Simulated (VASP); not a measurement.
# AlNi (Pm-3m) in VASP: a series of runs, part 2 of 2

VASP 6.6.1. The steps go on from the part before.

### 4 Single point, r2SCAN, collinear spin, ferromagnetic start

This run uses another cell than the first one, of 11.96 Å³/atom, 1.042 times its volume.

File POSCAR:

```
AlNi
1.0
    2.8810000000      0.0000000000      0.0000000000
    0.0000000000      2.8810000000      0.0000000000
    0.0000000000      0.0000000000      2.8810000000
Ni Al
1 1
Direct
    0.5000000000      0.5000000000      0.5000000000
    0.0000000000      0.0000000000      0.0000000000
```

File INCAR.step1:

```
SYSTEM = AlNi
PREC = Accurate ; ENCUT = 520
ISMEAR = -1 ; SIGMA = 0.05
LREAL = .FALSE. ; LASPH = .TRUE.
NELM = 150 ; ISPIN = 2
MAGMOM = 1 0 ; LMAXMIX = 4
NBANDS = 18 ; GGA = PE
ALGO = Normal ; EDIFF = 1E-4
LWAVE = .TRUE. ; LCHARG = .FALSE.
```

File INCAR.step2:

```
SYSTEM = AlNi
PREC = Accurate ; ENCUT = 520
EDIFF = 1E-6 ; ISMEAR = -1
SIGMA = 0.05 ; LREAL = .FALSE.
LASPH = .TRUE. ; NELM = 150
ALGO = Normal ; ISIF = 2
LWAVE = .FALSE. ; LCHARG = .FALSE.
ISPIN = 2 ; MAGMOM = 1 0
LORBIT = 11 ; LMAXMIX = 4
METAGGA = R2SCAN ; LMIXTAU = .TRUE.
NBANDS = 18 ; ISTART = 1
```

File KPOINTS:

```
regular mesh
0
G
  9 9 9
  0 0 0
```

Potentials or basis: VASP PAW PBE potentials, release 64 (Ni, Al).

Run with:

```
> cat potpaw_PBE.64/Ni/POTCAR potpaw_PBE.64/Al/POTCAR > POTCAR
> cp INCAR.step1 INCAR
> mpirun -np 1 vasp_std > vasp.out
> cp INCAR.step2 INCAR
> mpirun -np 1 vasp_std > vasp.out
```

OUTCAR:

```text
SYSTEM = AlNi
   PREC = Accurate
   ENCUT = 520
   EDIFF = 1E-6
   ISMEAR = -1
   LREAL = .FALSE.
   LASPH = .TRUE.
   NELM = 150
   ISIF = 2
   ISPIN = 2
   LORBIT = 11
   METAGGA = R2SCAN
   ISTART = 1

 ion  position               nearest neighbor table
   1  0.500  0.500  0.500-   2 2.50   2 2.50   2 2.50   2 2.50   2 2.50   2 2.50   2 2.50   2 2.50

   2  0.000  0.000  0.000-   1 2.50   1 2.50   1 2.50   1 2.50   1 2.50   1 2.50   1 2.50   1 2.50

  LATTYP: Found a simple cubic cell.
 ALAT       =     2.8810000000

  Lattice vectors:

 A1 = (   2.8810000000,   0.0000000000,   0.0000000000)
 A2 = (   0.0000000000,   2.8810000000,   0.0000000000)
 A3 = (   0.0000000000,   0.0000000000,   2.8810000000)

Analysis of symmetry for initial positions (statically):
=====================================================================
 Subroutine PRICEL returns:
 Original cell was already a primitive cell.

 Routine SETGRP: Setting up the symmetry group for a
 simple cubic supercell.

 Subroutine GETGRP returns: Found 48 space group operations
 (whereof 48 operations were pure point group operations)
[... 699 lines left out ...]
      1      -1.8265      1.00000
      2       6.5365      1.00000
      3       6.5365      1.00000
      4       8.2720      1.00000
      5       8.2720      1.00000
      6       8.2720      1.00000
[... 493 lines left out ...]
     17      33.7888      0.00000
     18      37.7564      0.00000

 [... further k-points ...]
[... 5 lines left out ...]
  --------------------------------------------------------------------------------------
  -------------------------------------------------------------------------------------
  Total       -0.5129900     -0.5129900     -0.5129900     -0.0000000      0.0000000     -0.0000000
  in kB      -34.3708028    -34.3708028    -34.3708028     -0.0000000      0.0000000     -0.0000000
  external PRESSURE =     -34.3708028 kB  Pullay stress =       0.0000000 kB

 VOLUME and BASIS-vectors are now :
 -----------------------------------------------------------------------------
  energy-cutoff  :      520.00
  volume of cell :       23.91
      direct lattice vectors                 reciprocal lattice vectors
     2.881000000  0.000000000  0.000000000     0.347101701  0.000000000  0.000000000
     0.000000000  2.881000000  0.000000000     0.000000000  0.347101701  0.000000000
     0.000000000  0.000000000  2.881000000     0.000000000  0.000000000  0.347101701

 POSITION                                       TOTAL-FORCE (eV/Angst)
 -----------------------------------------------------------------------------------
      1.44050      1.44050      1.44050         0.000000      0.000000      0.000000
      0.00000      0.00000      0.00000         0.000000      0.000000      0.000000
 -----------------------------------------------------------------------------------
    total drift:                                0.000000      0.000000     -0.000000

  FREE ENERGIE OF THE ION-ELECTRON SYSTEM (eV)
  ---------------------------------------------------
  free  energy   TOTEN  =       -20.0629932760 eV

  energy  without entropy=      -20.0566848381  energy(sigma->0) =      -20.05983906

 total charge

# of ion       s       p       d       tot
------------------------------------------
    1        0.487   0.543   8.481   9.511
    2        0.380   0.425   0.000   0.805
--------------------------------------------------
tot          0.867   0.968   8.481  10.316

 magnetization (x)

# of ion       s       p       d       tot
------------------------------------------
    1        0.000  -0.000   0.000   0.000
    2       -0.000  -0.000   0.000  -0.000
--------------------------------------------------
tot          0.000  -0.000   0.000   0.000
```

OUTCAR.step1:

```text
SYSTEM = AlNi
   PREC = Accurate
   ENCUT = 520
   ISMEAR = -1
   LREAL = .FALSE.
   LASPH = .TRUE.
[... 1253 lines left out ...]
      1.44050      1.44050      1.44050         0.000000      0.000000      0.000000
      0.00000      0.00000      0.00000         0.000000      0.000000      0.000000
 -----------------------------------------------------------------------------------
    total drift:                                0.000000      0.000000     -0.000000

  FREE ENERGIE OF THE ION-ELECTRON SYSTEM (eV)
  ---------------------------------------------------
  free  energy   TOTEN  =       -10.5358462065 eV

  energy  without entropy=      -10.5292097572  energy(sigma->0) =      -10.53252798
```

It took 50 s on 1 thread of Intel Xeon 6975P-C, shared host; peak memory 0.17 GiB.

Results:

| Item | Value |
| --- | --- |
| Free energy | -20.0630 eV |
| Pressure | -3.4 GPa |
| Net moment | 0.00 μB per cell |
| Valence electrons inside the program's atomic spheres | Ni 9.51; Al 0.81 |

Caveat: the PAW data sets were made with another functional, which shifts forces and pressure a little.

### 5 Single point, r2SCAN, collinear spin, ferromagnetic start

This run uses another cell than the first one, of 12.20 Å³/atom, 1.062 times its volume.

File POSCAR:

```
AlNi
1.0
    2.9000800262      0.0000000000      0.0000000000
    0.0000000000      2.9000800262      0.0000000000
    0.0000000000      0.0000000000      2.9000800262
Ni Al
1 1
Direct
    0.5000000000      0.5000000000      0.5000000000
    0.0000000000      0.0000000000      0.0000000000
```

File INCAR.step1:

```
ALGO = Normal
EDIFF = 1E-4
ENCUT = 520
GGA = PE
ISMEAR = -1
ISPIN = 2
LASPH = True
LCHARG = False
LMAXMIX = 4
LREAL = False
LWAVE = True
MAGMOM = 1 0
NBANDS = 18
NELM = 150
PREC = Accurate
SIGMA = 0.05
```

File INCAR.step2:

```
ALGO = Normal
EDIFF = 1E-6
ENCUT = 520
ISIF = 2
ISMEAR = -1
ISPIN = 2
ISTART = 1
LASPH = True
LCHARG = False
LMAXMIX = 4
LMIXTAU = True
LORBIT = 11
LREAL = False
LWAVE = False
MAGMOM = 1 0
METAGGA = R2SCAN
NBANDS = 18
NELM = 150
PREC = Accurate
SIGMA = 0.05
```

File KPOINTS:

```
k-points
0
Gamma
  9 9 9
```

Potentials or basis: VASP PAW PBE potentials, release 64 (Ni, Al).

Run with:

```
> cat potpaw_PBE.64/Ni/POTCAR potpaw_PBE.64/Al/POTCAR > POTCAR
> cp INCAR.step1 INCAR
> mpirun -np 1 vasp_std > vasp.out
> cp INCAR.step2 INCAR
> mpirun -np 1 vasp_std > vasp.out
```

OUTCAR:

```text
EDIFF = 1E-6
   ENCUT = 520
   ISIF = 2
   ISMEAR = -1
   ISPIN = 2
   ISTART = 1
   LASPH = True
   LORBIT = 11
   LREAL = False
   METAGGA = R2SCAN
   NELM = 150
   PREC = Accurate

 ion  position               nearest neighbor table
   1  0.500  0.500  0.500-   2 2.51   2 2.51   2 2.51   2 2.51   2 2.51   2 2.51   2 2.51   2 2.51

   2  0.000  0.000  0.000-   1 2.51   1 2.51   1 2.51   1 2.51   1 2.51   1 2.51   1 2.51   1 2.51

  LATTYP: Found a simple cubic cell.
 ALAT       =     2.9000800262

  Lattice vectors:

 A1 = (   2.9000800262,   0.0000000000,   0.0000000000)
 A2 = (   0.0000000000,   2.9000800262,   0.0000000000)
[... 1224 lines left out ...]

 VOLUME and BASIS-vectors are now :
 -----------------------------------------------------------------------------
  energy-cutoff  :      520.00
  volume of cell :       24.39
      direct lattice vectors                 reciprocal lattice vectors
     2.900080026  0.000000000  0.000000000     0.344818071  0.000000000  0.000000000
     0.000000000  2.900080026  0.000000000     0.000000000  0.344818071  0.000000000
     0.000000000  0.000000000  2.900080026     0.000000000  0.000000000  0.344818071

 POSITION                                       TOTAL-FORCE (eV/Angst)
 -----------------------------------------------------------------------------------
      1.45004      1.45004      1.45004         0.000000      0.000000      0.000000
      0.00000      0.00000      0.00000         0.000000      0.000000      0.000000
 -----------------------------------------------------------------------------------
    total drift:                                0.000000      0.000000     -0.000000

  FREE ENERGIE OF THE ION-ELECTRON SYSTEM (eV)
  ---------------------------------------------------
  free  energy   TOTEN  =       -20.0479637245 eV

  energy  without entropy=      -20.0414822369  energy(sigma->0) =      -20.04472298

 total charge

# of ion       s       p       d       tot
------------------------------------------
    1        0.478   0.525   8.472   9.476
    2        0.378   0.416   0.000   0.793
--------------------------------------------------
tot          0.856   0.941   8.472  10.270

 magnetization (x)

# of ion       s       p       d       tot
------------------------------------------
    1        0.000  -0.000   0.000   0.000
    2        0.000  -0.000   0.000  -0.000
--------------------------------------------------
tot          0.000  -0.000   0.000   0.000
```

Run time: 52 s. Hardware: 1 thread of Intel Xeon 6975P-C, shared host; peak memory 0.17 GiB.

What came out:

```yaml
Free_energy: -20.0480 eV
Pressure: -6.5 GPa
Net_moment: 0.00 μB per cell
Valence_electrons_inside_the_program's_atomic_spheres: Ni 9.48; Al 0.79
```

Levels at points of the mesh, in eV from the Fermi level:
Spin up:
| k point | band 4 | band 5 | band 6 | band 7 | band 8 | band 9 |
| --- | --- | --- | --- | --- | --- | --- |
| (0.00, 0.00, 0.00) | -1.59 | -1.59 | -1.59 | 5.79 | 5.79 | 5.79 |
Spin down:
| k point | band 3 | band 4 | band 5 | band 6 | band 7 | band 8 | band 9 | band 10 |
| --- | --- | --- | --- | --- | --- | --- | --- | --- |
| (0.00, 0.00, 0.00) | -3.27 | -1.59 | -1.59 | -1.59 | 5.79 | 5.79 | 5.79 | 8.31 |

Caveat: the PAW data sets were made with another functional, which shifts forces and pressure a little.

### 6 Single point, r2SCAN, collinear spin, ferromagnetic start

This run uses another cell than the first one, of 12.43 Å³/atom, 1.083 times its volume.

File POSCAR:

```
AlNi
1.0
    2.9189122424      0.0000000000      0.0000000000
    0.0000000000      2.9189122424      0.0000000000
    0.0000000000      0.0000000000      2.9189122424
Ni Al
1 1
Direct
    0.5000000000      0.5000000000      0.5000000000
    0.0000000000      0.0000000000      0.0000000000
```

File INCAR.step1:

```
SYSTEM = AlNi
  ALGO = Normal
  EDIFF = 1E-4
  ENCUT = 520
  GGA = PE
  ISMEAR = -1
  ISPIN = 2
  LASPH = .TRUE.
  LCHARG = .FALSE.
  LMAXMIX = 4
  LREAL = .FALSE.
  LWAVE = .TRUE.
  MAGMOM = 1 0
  NBANDS = 18
  NELM = 150
  PREC = Accurate
  SIGMA = 0.05
```

File INCAR.step2:

```
SYSTEM = AlNi
  ALGO = Normal
  EDIFF = 1E-6
  ENCUT = 520
  ISIF = 2
  ISMEAR = -1
  ISPIN = 2
  ISTART = 1
  LASPH = .TRUE.
  LCHARG = .TRUE.
  LELF = .TRUE.
  LMAXMIX = 4
  LMIXTAU = .TRUE.
  LORBIT = 11
  LREAL = .FALSE.
  LVHAR = .TRUE.
  LWAVE = .FALSE.
  MAGMOM = 1 0
  METAGGA = R2SCAN
  NBANDS = 18
  NELM = 150
  PREC = Accurate
  SIGMA = 0.05
```

File KPOINTS:

```
k-points
0
G
  9 9 9
  0 0 0
```

Potentials or basis: VASP PAW PBE potentials, release 64 (Ni, Al).

Run with:

```
> cat potpaw_PBE.64/Ni/POTCAR potpaw_PBE.64/Al/POTCAR > POTCAR
> cp INCAR.step1 INCAR
> mpirun -np 1 vasp_std > vasp.out
> cp INCAR.step2 INCAR
> mpirun -np 1 vasp_std > vasp.out
```

Run time: 56 s. Hardware: 1 thread of Intel Xeon 6975P-C, shared host; peak memory 0.17 GiB.

The run converged. Its results:

| Item | Value |
| --- | --- |
| Free energy | -20.0242 eV |
| Pressure | -9.3 GPa |
| Net moment | 0.00 μB per cell |
| Valence electrons inside the program's atomic spheres | Ni 9.44; Al 0.78 |

Levels at points of the mesh, in eV from the Fermi level:
Spin up:
| k point | band 3 | band 4 | band 5 | band 6 | band 7 | band 8 | band 9 | band 10 |
| --- | --- | --- | --- | --- | --- | --- | --- | --- |
| (0.00, 0.00, 0.00) | -3.17 | -1.54 | -1.54 | -1.54 | 5.71 | 5.71 | 5.71 | 8.25 |
Spin down:
```csv
k point,band 3,band 4,band 5,band 6,band 7,band 8,band 9,band 10
"(0.00, 0.00, 0.00)",-3.17,-1.54,-1.54,-1.54,5.71,5.71,5.71,8.25
```

Caveat: the PAW data sets were made with another functional, which shifts forces and pressure a little.

### 7 Summary

```tsv
cell	gap on the mesh (eV)	pressure (GPa)	moment (μB)
a = 2.842 Å, 2 atoms	none	3.8	0.00
a = 2.862 Å, 2 atoms	none	0.0	0.00
a = 2.881 Å, 2 atoms	none	-3.4	0.00
a = 2.900 Å, 2 atoms	none	-6.5	0.00
a = 2.919 Å, 2 atoms	none	-9.3	0.00
```

Alike in all rows: task single point; level r2SCAN; potentials or basis VASP PAW PBE potentials, release 64 (Ni, Al); spin collinear, ferromagnetic start; k mesh 9 × 9 × 9; cutoff (eV) 520; smearing fermi-dirac 0.05 eV.

Caveats: the PAW data sets were made with another functional, which shifts forces and pressure a little.

Absolute energies hang on the potentials; compare differences alone.
